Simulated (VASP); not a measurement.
Crystal: SiO2.

```
Si O
1.0
     4.97918    0.00000    0.00000
     0.00000    4.97918    0.00000
     0.00000    0.00000    6.91496
Si O
4 8
Cartesian
  3.9956 3.9956 3.4575
  3.4732 1.5060 1.7287
  0.9836 0.9836 0.0000
  1.5060 3.4732 5.1862
  1.3037 1.9455 5.6602
  0.5440 3.7933 3.9315
  3.6755 3.0336 2.2027
  4.4351 1.1859 0.4740
  3.7933 0.5440 2.9835
  3.0336 3.6755 4.7122
  1.1859 4.4351 6.4410
  1.9455 1.3037 1.2547
```

Base run:

- Program: VASP 6.6.1
- Functional: r2SCAN
- Potentials or basis: VASP PAW PBE potentials, release 64 (Si, O)
- Cutoff: 520 eV
- k mesh: 4 × 4 × 4
- Occupations: fermi-dirac, width 0.02 eV
- Spin: no spin polarisation

Its results: band gap on the k mesh 6.35 eV; pressure 0.2 GPa; largest force 0.027 eV/Å.

**Question.** The run is repeated on the same cell with these changes: functional from r2SCAN to PBE; k mesh from 4 × 4 × 4 to 6 × 6 × 4. What comes out?

**Answer.** Band gap on the k mesh 5.73 eV; pressure 4.8 GPa; largest force 0.269 eV/Å.

Several settings changed at once.

Caveats: the PAW data sets were made with another functional, which shifts forces and pressure a little (at least some runs); the cell stands under pressure (at least some runs).

A k mesh can miss the band edges.
